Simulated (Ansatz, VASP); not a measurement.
C in VASP and in Ansatz

The input INCAR:

```
SYSTEM = C
ALGO = Normal
EDIFF = 1E-6
EDIFFG = -0.01
ENCUT = 600
GGA = PS
IBRION = 2
ISIF = 3
ISMEAR = 0
LASPH = .TRUE.
LCHARG = .FALSE.
LREAL = .FALSE.
LWAVE = .FALSE.
NELM = 80
NSW = 65
PREC = Accurate
SIGMA = 0.02
```

KPOINTS

```
k-points
0
G
  12 12 2
  0 0 0
```

POSCAR

```
C
1.0
    2.4988149889      0.0000000000      0.0000000000
   -1.2494074945      2.1640372598      0.0000000000
    0.0000000000      0.0000000000     12.4825075664
C
12
Direct
    0.0000000000      0.0000000000      0.0000000000
    0.0000000000      0.0000000000      0.1250000000
    0.3333333333      0.6666666667      0.1666666667
    0.3333333333      0.6666666667      0.2916666667
    0.6666666667      0.3333333333      0.3333333333
    0.6666666667      0.3333333333      0.4583333333
    0.3333333333      0.6666666667      0.5000000000
    0.3333333333      0.6666666667      0.6250000000
    0.6666666667      0.3333333333      0.6666666667
    0.6666666667      0.3333333333      0.7916666667
    0.3333333333      0.6666666667      0.8333333333
    0.3333333333      0.6666666667      0.9583333333
```

Input for Ansatz:

```yaml
crystal:
  lattice:
    - [2.4988149889, 0.0, 0.0]
    - [-1.2494074945, 2.1640372598, 0.0]
    - [0.0, 0.0, 12.4825075664]
  atoms:
    - { symbol: C, position: [0.0, 0.0, 0.0] }
    - { symbol: C, position: [0.0, 0.0, 0.125] }
    - { symbol: C, position: [0.3333333333, 0.6666666667, 0.1666666667] }
    - { symbol: C, position: [0.3333333333, 0.6666666667, 0.2916666667] }
    - { symbol: C, position: [0.6666666667, 0.3333333333, 0.3333333333] }
    - { symbol: C, position: [0.6666666667, 0.3333333333, 0.4583333333] }
    - { symbol: C, position: [0.3333333333, 0.6666666667, 0.5] }
    - { symbol: C, position: [0.3333333333, 0.6666666667, 0.625] }
    - { symbol: C, position: [0.6666666667, 0.3333333333, 0.6666666667] }
    - { symbol: C, position: [0.6666666667, 0.3333333333, 0.7916666667] }
    - { symbol: C, position: [0.3333333333, 0.6666666667, 0.8333333333] }
    - { symbol: C, position: [0.3333333333, 0.6666666667, 0.9583333333] }
basis:
  ecutwfc: 420
kpoints:
  mp_grid: { grid: [12, 12, 2] }
hamiltonian:
  xc: pbesol
scf:
  occupations: { method: gaussian, width: 0.02 }
output:
  forces: true
  stress: true
  eigenvalues: true
  populations: true
relax:
  adjacent_minimum: "off"
  f_tol: 0.01
  max_steps: 45
  cell: { stress_tol: 0.05 }
```

Alike in both runs: task relaxation of cell and atoms; functional PBEsol; k mesh 12 × 12 × 2; occupations gaussian, width 0.02 eV; no spin polarisation.

```csv
,VASP,Ansatz
version,VASP 6.6.1,Ansatz 0.2.0
potentials or method,"VASP PAW PBE potentials, release 64 (C), cutoff 600 eV","scalar-relativistic, plane waves, PAW"
valence electrons in the cell,48,48
```

|  | VASP | Ansatz | Ansatz less VASP |
| --- | --- | --- | --- |
| gap on the k mesh at the Fermi level, each at its own relaxed structure (eV) | 3.99 | 4.00 | +0.009 |
| relaxed volume (Å³/atom) | 5.62 | 5.62 | -0.005 |
| relaxed length of the cell vector where the two differ most in proportion (Å) | 12.430 | 12.426 | -0.0038 |

VASP's potentials were made for PBE, not for PBEsol.
